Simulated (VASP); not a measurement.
Here is a VASP 6.6.1 calculation.

File INCAR:

```
PREC = Accurate
ENCUT = 500
EDIFF = 1E-6
ISMEAR = 0
SIGMA = 0.02
LREAL = False
LASPH = True
NELM = 120
ALGO = Normal
ISIF = 2
LWAVE = False
LCHARG = True
GGA = PE
LELF = True
LVHAR = True
NBANDS = 15
GGA_COMPAT = False
```

Contents of KPOINTS:

```
Automatic mesh
0
Gamma
  6 6 6
```

POSCAR

```
CsCl
1.0
    4.2193000000      0.0000000000      0.0000000000
    0.0000000000      4.2193000000      0.0000000000
    0.0000000000      0.0000000000      4.2193000000
Cs Cl
1 1
Direct
    0.0000000000      0.0000000000      0.0000000000
    0.5000000000      0.5000000000      0.5000000000
```

Potentials or basis: VASP PAW PBE potentials, release 64 (Cs_sv, Cl).

Command:

```bash
$ cat potpaw_PBE.64/Cs_sv/POTCAR potpaw_PBE.64/Cl/POTCAR > POTCAR
$ mpirun -np 1 vasp_std > vasp.out
```

Problem. Estimate the band gap on the k mesh.

Solution. 4.96 eV.

Problem. Estimate the pressure.

Solution. -0.1 GPa.

Caveat: spin-orbit coupling is left out, which moves the levels of the heavy elements.
